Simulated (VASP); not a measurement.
Here is a VASP 6.6.1 calculation.

The input INCAR:

```
PREC = Accurate
ENCUT = 520
EDIFF = 1E-6
ISMEAR = 0
SIGMA = 0.15
LREAL = F
LASPH = T
NELM = 100
ALGO = Fast
ISIF = 2
LWAVE = F
LCHARG = T
GGA = PE
LELF = T
LVHAR = T
NBANDS = 12
```

File KPOINTS:

```
Automatic mesh
0
Gamma
  22 22 22
```

Contents of POSCAR:

```
Ti
1.0
   -1.4727484151      1.4727484151      2.3060294683
    1.4727484151     -1.4727484151      2.3060294683
    1.4727484151      1.4727484151     -2.3060294683
Ti
1
Direct
    0.0000000000      0.0000000000      0.0000000000
```

Potentials or basis: VASP PAW PBE potentials, release 64 (Ti_sv).

Command:

```bash
$ cat potpaw_PBE.64/Ti_sv/POTCAR > POTCAR
$ mpirun -np 1 vasp_std > vasp.out
```

Q: What does it give for the band gap on the k mesh?

A: Zero (band 6 reaches 7.37 eV, above the bottom of band 7 at 6.27 eV).

Q: Predict the pressure.

A: -11.9 GPa.

Stress tensor (GPa, compression positive):
```
-10.85   0.00   0.00
  0.00 -10.85   0.00
  0.00   0.00 -14.08
```
